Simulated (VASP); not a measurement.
HfO2, 9 atoms in the cell. Symmetry: Cm, No. 8, monoclinic system. Conventional cell: a = 6.243 Å, b = 3.605 Å, c = 9.365 Å, α = 90.00°, β = 109.47°, γ = 90.00°. Hf (site symmetry m) has 8 O at 2.21 Å within 2.9 Å. Within 2.9 Å of Hf (site symmetry m) lie 8 O at 2.21 Å. Hf (site symmetry m) has 1 O at 1.27 Å within 1.7 Å. O (site symmetry m) has 4 Hf at 2.21 Å and 6 O at 2.55 Å within 2.9 Å. Within 1.7 Å of O (site symmetry m) lie 1 Hf at 1.27 Å. Within 2.9 Å of O (site symmetry m) lie 4 Hf at 2.21 Å and 6 O at 2.55 Å. O (site symmetry m) has 5 Hf at 2.21 to 2.85 Å and 6 O at 2.55 Å within 2.9 Å. O (site symmetry m) has 4 Hf at 2.21 Å and 6 O at 2.55 Å within 2.9 Å.  This cell differs from its parent crystal: the part above a cut slid along it.

| Item | Value |
| --- | --- |
| Program | VASP 6.6.1 |
| Task | single point |
| Functional | PBE |
| Potentials or basis | VASP PAW PBE potentials, release 64 (Hf_pv, O) |
| Cutoff | 520 eV |
| k mesh | 7 × 7 × 3 |
| Occupations | gaussian, width 0.05 eV |
| Spin | no spin polarisation |
| Dipole correction | no |
| Further INCAR settings | ALGO = Normal; EDIFF = 1e-06; NBANDS = 43 |

Potentials or basis: VASP PAW PBE potentials, release 64 (Hf_pv, O).

Run with:

```console
$ cat potpaw_PBE.64/Hf_pv/POTCAR potpaw_PBE.64/O/POTCAR > POTCAR
$ mpirun -np 1 vasp_std > vasp.out
```

Hardware: 1 thread of Intel(R) Xeon(R) Platinum 8259CL CPU @ 2.50GHz (Skylake/Cascade Lake), on a shared host.

Task: How long does it take, and how much memory?

Result: Run time: 3.9 min on 1 thread of Intel(R) Xeon(R) Platinum 8259CL CPU @ 2.50GHz (Skylake/Cascade Lake), with other jobs on the host, peak memory 0.28 GiB. Counts: scf iterations 15, k points 44.
